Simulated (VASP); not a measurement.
# GaAs (F-43m) in VASP: single point with PBE

Aim: the single point of GaAs with PBE.

All numbers are computed with VASP 6.6.1; they aren't measurements. Logs are shortened: lines on timing, memory, paths and dates and some standing lists are left out, and cuts for length are marked.

## Step 1: The cell of the first run

The structure is cubic, space group F-43m (No. 216). The conventional cell has a = 5.654 Å, b = 5.654 Å, c = 5.654 Å, α = 90.00°, β = 90.00°, γ = 90.00°. Ga (site symmetry -43m) has 4 As at 2.45 Å within 3.2 Å. As (site symmetry -43m) has 4 Ga at 2.45 Å within 3.2 Å.

## Step 2: Single point, PBE

Input file INCAR:

```
SYSTEM = GaAs
PREC = Accurate
ENCUT = 520
EDIFF = 1E-6
ISMEAR = 0
SIGMA = 0.01
LREAL = .False.
LASPH = .True.
NELM = 80
ALGO = Normal
ISIF = 2
LWAVE = .False.
LCHARG = .False.
GGA = PE
NBANDS = 16
```

Input file KPOINTS:

```
regular mesh
0
Gamma
  4 4 4
  0 0 0
```

Input file POSCAR:

```
GaAs
1.0
    3.9977700000      0.0000000000      0.0000000000
    1.9988850000      3.4621703785      0.0000000000
    1.9988850000      1.1540567928      3.2641655363
Ga As
1 1
Direct
    0.0000000000      0.0000000000      0.0000000000
    0.2500000000      0.2500000000      0.2500000000
```

Potentials or basis: VASP PAW PBE potentials, release 64 (Ga_d, As).

Started as:

```console
cat potpaw_PBE.64/Ga_d/POTCAR potpaw_PBE.64/As/POTCAR > POTCAR
mpirun -np 1 vasp_std > vasp.out
```

OUTCAR:

```text
SYSTEM = GaAs
   PREC = Accurate
   ENCUT = 520
   EDIFF = 1E-6
   ISMEAR = 0
   LREAL = .False.
   LASPH = .True.
   NELM = 80
   ISIF = 2
   GGA = PE

 ion  position               nearest neighbor table
   1  0.000  0.000  0.000-   2 2.45   2 2.45   2 2.45   2 2.45
   2  0.250  0.250  0.250-   1 2.45   1 2.45   1 2.45   1 2.45

  LATTYP: Found a face centered cubic cell.
 ALAT       =     5.6537005533

  Lattice vectors:

 A1 = (   3.9977700000,   0.0000000000,   0.0000000000)
 A2 = (   1.9988850000,   3.4621703785,   0.0000000000)
 A3 = (   1.9988850000,   1.1540567928,   3.2641655363)

Analysis of symmetry for initial positions (statically):
=====================================================================
 Subroutine PRICEL returns:
 Original cell was already a primitive cell.

 Routine SETGRP: Setting up the symmetry group for a
 face centered cubic supercell.

 Subroutine GETGRP returns: Found 24 space group operations
 (whereof 24 operations were pure point group operations)
 out of a pool of 48 trial point group operations.

The static configuration has the point symmetry T_d .

Analysis of symmetry for dynamics (positions and initial velocities):
=====================================================================
 Subroutine PRICEL returns:
 Original cell was already a primitive cell.

 Routine SETGRP: Setting up the symmetry group for a
 face centered cubic supercell.

 Subroutine GETGRP returns: Found 24 space group operations
 (whereof 24 operations were pure point group operations)
 out of a pool of 48 trial point group operations.

The dynamic configuration has the point symmetry T_d .

 Subroutine INISYM returns: Found 24 space group operations
 (whereof 24 operations are pure point group operations),
 and found     1 'primitive' translations

----------------------------------------------------------------------------------------

                                     Primitive cell

  volume of cell :      45.1792

  direct lattice vectors                    reciprocal lattice vectors
     3.997770000  0.000000000  0.000000000     0.250139453 -0.144418080 -0.102119004
     1.998885000  3.462170379  0.000000000     0.000000000  0.288836161 -0.102119004
     1.998885000  1.154056793  3.264165536     0.000000000  0.000000000  0.306357012

  length of vectors
     3.997770000  3.997770000  3.997770000     0.306357012  0.306357012  0.306357012

  position of ions in fractional coordinates (direct lattice)
     0.000000000  0.000000000  0.000000000
     0.250000000  0.250000000  0.250000000

  ion indices of the primitive-cell ions
   primitive index   ion index
                 1           1
                 2           2

----------------------------------------------------------------------------------------

 KPOINTS: regular mesh

Automatic generation of k-mesh.
 Grid dimensions read from file:
 generate k-points for:    4    4    4

 Generating k-lattice:

  Cartesian coordinates                     Fractional coordinates (reciprocal lattice)
     0.062534863 -0.036104520 -0.025529751     0.250000000 -0.000000000 -0.000000000
     0.000000000  0.072209040 -0.025529751     0.000000000  0.250000000  0.000000000
     0.000000000  0.000000000  0.076589253     0.000000000  0.000000000  0.250000000

  Length of vectors
     0.076589253  0.076589253  0.076589253

  Shift w.r.t. Gamma in fractional coordinates (k-lattice)
     0.000000000  0.000000000  0.000000000

 Subroutine IBZKPT returns following result:
 ===========================================

 Found      8 irreducible k-points:

 Following reciprocal coordinates:
            Coordinates               Weight
  0.000000  0.000000  0.000000      1.000000
  0.250000 -0.000000  0.000000      8.000000
  0.500000 -0.000000  0.000000      4.000000
  0.250000  0.250000 -0.000000      6.000000
  0.500000  0.250000 -0.000000     24.000000
 -0.250000  0.250000 -0.000000     12.000000
  0.500000  0.500000 -0.000000      3.000000
 -0.250000  0.500000  0.250000      6.000000
   k-points           NKPTS =      8   k-points in BZ     NKDIM =      8   number of bands    NBANDS=     16
   number of dos      NEDOS =    301   number of ions     NIONS =      2
   total plane-waves  NPLWV =  27000
   dimension x,y,z NGX =    30 NGY =   30 NGZ =   30
   dimension x,y,z NGXF=    60 NGYF=   60 NGZF=   60
   ions per type =               1   1
   NGX,Y,Z   is equivalent  to a cutoff of  12.48, 12.48, 12.48 a.u.
   NGXF,Y,Z  is equivalent  to a cutoff of  24.95, 24.95, 24.95 a.u.
 SYSTEM =  GaAs
   PREC   = accura    normal or accurate (medium, high low for compatibility)
   ISTART =      0    job   : 0-new  1-cont  2-samecut
   ICHARG =      2    charge: 1-file 2-atom 10-const
   ISPIN  =      1    spin polarized calculation?
   LNONCOLLINEAR =      F non collinear calculations
   LSORBIT =      F    spin-orbit coupling
   LASPH  =      T    aspherical Exc in radial PAW
   ENCUT  =  520.0 eV  38.22 Ry    6.18 a.u.   7.43  7.43  7.43*2*pi/ulx,y,z
   NELM   =     80;   NELMIN=  2; NELMDL= -5     # of ELM steps
   EDIFF  = 0.1E-05   stopping-criterion for ELM
   LREAL  =      F    real-space projection
   EDIFFG = 0.1E-04   stopping-criterion for IOM
   NSW    =      0    number of steps for IOM
   IBRION =     -1    ionic relax: 0-MD 1-quasi-New 2-CG
   NFREE  =      0    steps in history (QN), initial steepest desc. (CG)
   ISIF   =      2    stress and relaxation
   ISYM   =      2    0-nonsym 1-usesym 2-fastsym
   POTIM  = 0.5000    time-step for ionic-motion
   TEBEG  =    0.0;   TEEND  =   0.0 temperature during run
   PSTRESS=    0.0 pullay stress
   NELECT =      18.0000    total number of electrons
   NUPDOWN=      -1.0000    fix difference up-down
   EMIN   =  10.00;   EMAX   =-10.00  energy-range for DOS
   EFERMI =   0.00;   METHOD = LEGACY
   ISMEAR =     0;   SIGMA  =   0.01  broadening in eV -4-tet -1-fermi 0-gaus
   EFERMI_NEDOS =   21; number of points for ismear=-14 and -15
   IALGO  =     38    algorithm
   IMIX   =      4    mixing-type and parameters
     AMIX     =   0.40;   BMIX     =  1.00
     AMIX_MAG =   1.60;   BMIX_MAG =  1.00
  volume/ion in A,a.u.               =      22.59       152.44
  Fermi-wavevector in a.u.,A,eV,Ry     =   1.204628  2.276416 19.743795  1.451128
  Thomas-Fermi vector in A             =   2.340347
   LORBIT       =      0    0 simple, 1 ext, 2 COOP (PROOUT), +10 PAW based schemes
   GGA     = PE    functional components
   LHFCALC =     F    Hartree Fock is set to
   AEXX    =    0.0000 exact exchange contribution
   IVDW    =     0    specifies the selected vdW correction
   LEPSILON=     F    determine dielectric tensor
   LRPA    =     F    only Hartree local field effects (RPA)
 non-spin polarized calculation
 Gauss-broadening in eV      SIGMA  =   0.01
  energy-cutoff  :      520.00
  volume of cell :       45.18
 maximum number of plane-waves:      1243
 NGX is ok and might be reduce to    30
   NGX = 15   NGY = 15   NGZ = 15

 number of electron      17.9999995 magnetization

 Free energy of the ion-electron system (eV)
  ---------------------------------------------------
  ext. energy  EPLUGINS =         0.00000000
  ---------------------------------------------------
  free energy    TOTEN  =        -8.07315735 eV

  energy without entropy =       -8.07315735  energy(sigma->0) =       -8.07315735

 E-fermi :   4.1116     XC(G=0):  -9.5607

 val. band max:        3.9810893489   @ k =   0.0000   0.0000   0.0000
 cond. band min:       4.4901099360   @ k =   0.0000   0.0000   0.0000
 fundamental gap:      0.5090205872
 Fermi energy:         4.1115862054

 k-point     1 :       0.0000    0.0000    0.0000
  band No.  band energies     occupation
      1     -10.8823      2.00000
      2     -10.8823      2.00000
      3     -10.8823      2.00000
      4     -10.8046      2.00000
      5     -10.8046      2.00000
      6      -8.7472      2.00000
[... 8 lines left out ...]
     15      14.0741      0.00000
     16      14.0741      0.00000

 k-point     2 :       0.2500   -0.0000    0.0000
  band No.  band energies     occupation
      1     -10.9238      2.00000
      2     -10.8712      2.00000
      3     -10.8712      2.00000
      4     -10.8042      2.00000
      5     -10.8042      2.00000
      6      -8.0540      2.00000
[... 8 lines left out ...]
     15      12.9805      0.00000
     16      12.9805      0.00000

 k-point     3 :       0.5000   -0.0000    0.0000
  band No.  band energies     occupation
      1     -10.9594      2.00000
      2     -10.8632      2.00000
      3     -10.8632      2.00000
      4     -10.8006      2.00000
      5     -10.8006      2.00000
      6      -6.9763      2.00000
[... 8 lines left out ...]
     15      15.8268      0.00000
     16      15.8268      0.00000

 k-point     4 :       0.2500    0.2500   -0.0000
  band No.  band energies     occupation
      1     -10.9440      2.00000
      2     -10.8585      2.00000
      3     -10.8585      2.00000
      4     -10.8161      2.00000
      5     -10.7982      2.00000
      6      -7.8179      2.00000
[... 8 lines left out ...]
     15      15.0764      0.00000
     16      15.3789      0.00000

 k-point     5 :       0.5000    0.2500   -0.0000
  band No.  band energies     occupation
      1     -10.9709      2.00000
      2     -10.8525      2.00000
      3     -10.8473      2.00000
      4     -10.8153      2.00000
      5     -10.7975      2.00000
      6      -6.6854      2.00000
[... 8 lines left out ...]
     15      15.9754      0.00000
     16      16.5577      0.00000

 k-point     6 :      -0.2500    0.2500   -0.0000
  band No.  band energies     occupation
      1     -10.9564      2.00000
      2     -10.8594      2.00000
      3     -10.8573      2.00000
      4     -10.8064      2.00000
      5     -10.8042      2.00000
      6      -7.1025      2.00000
[... 8 lines left out ...]
     15      14.3127      0.00000
     16      16.6596      0.00000

 k-point     7 :       0.5000    0.5000   -0.0000
  band No.  band energies     occupation
      1     -10.9908      2.00000
      2     -10.8336      2.00000
      3     -10.8336      2.00000
      4     -10.8300      2.00000
      5     -10.7918      2.00000
      6      -6.2294      2.00000
[... 8 lines left out ...]
     15      17.2960      0.00000
     16      17.3195      0.00000

 k-point     8 :      -0.2500    0.5000    0.2500
  band No.  band energies     occupation
      1     -10.9778      2.00000
      2     -10.8517      2.00000
      3     -10.8383      2.00000
      4     -10.8153      2.00000
      5     -10.8005      2.00000
      6      -6.1710      2.00000
[... 8 lines left out ...]
     15      16.1622      0.00000
     16      17.2863      0.00000

------------------------ aborting loop because EDIFF is reached ----------------------------------------

  FORCE on cell =-STRESS in cart. coord.  units (eV):
  Direction    XX          YY          ZZ          XY          YZ          ZX
  --------------------------------------------------------------------------------------
  -------------------------------------------------------------------------------------
  Total        1.0446897      1.0446897      1.0446897     -0.0000000     -0.0000000     -0.0000000
  in kB       37.0475500     37.0475500     37.0475500     -0.0000000     -0.0000000     -0.0000000
  external PRESSURE =      37.0475500 kB  Pullay stress =       0.0000000 kB

 VOLUME and BASIS-vectors are now :
 -----------------------------------------------------------------------------
  energy-cutoff  :      520.00
  volume of cell :       45.18
      direct lattice vectors                 reciprocal lattice vectors
     3.997770000  0.000000000  0.000000000     0.250139453 -0.144418080 -0.102119004
     1.998885000  3.462170379  0.000000000     0.000000000  0.288836161 -0.102119004
     1.998885000  1.154056793  3.264165536     0.000000000  0.000000000  0.306357012

 POSITION                                       TOTAL-FORCE (eV/Angst)
 -----------------------------------------------------------------------------------
      0.00000      0.00000      0.00000         0.000000      0.000000     -0.000000
      1.99889      1.15406      0.81604        -0.000000     -0.000000      0.000000
 -----------------------------------------------------------------------------------
    total drift:                                0.000002      0.000001      0.000001

  FREE ENERGIE OF THE ION-ELECTRON SYSTEM (eV)
  ---------------------------------------------------
  free  energy   TOTEN  =        -8.0731573483 eV

  energy  without entropy=       -8.0731573483  energy(sigma->0) =       -8.07315735
```

Wall time 3.6 s (1 thread of AMD EPYC 9R45 (Zen 5), shared host); peak memory 0.13 GiB.

What came out:

- Free energy: -8.0732 eV
- Pressure: 3.7 GPa
- Band gap on the k mesh: 0.51 eV, direct

Levels at points of the mesh, in eV from the valence-band top:
| k point | band 6 | band 7 | band 8 | band 9 | band 10 | band 11 | band 12 | band 13 |
| --- | --- | --- | --- | --- | --- | --- | --- | --- |
| (0.00, 0.00, 0.00) | -12.73 | 0.00 | 0.00 | 0.00 | 0.51 | 3.69 | 3.69 | 3.69 |
| (0.50, 0.00, 0.00) | -10.96 | -6.66 | -1.15 | -1.15 | 0.98 | 4.60 | 4.60 | 7.74 |
| (0.50, 0.50, 0.00) | -10.21 | -6.85 | -2.69 | -2.69 | 1.44 | 1.63 | 10.15 | 10.15 |

Caveat: the k points lie up to 0.48 Å⁻¹ apart.
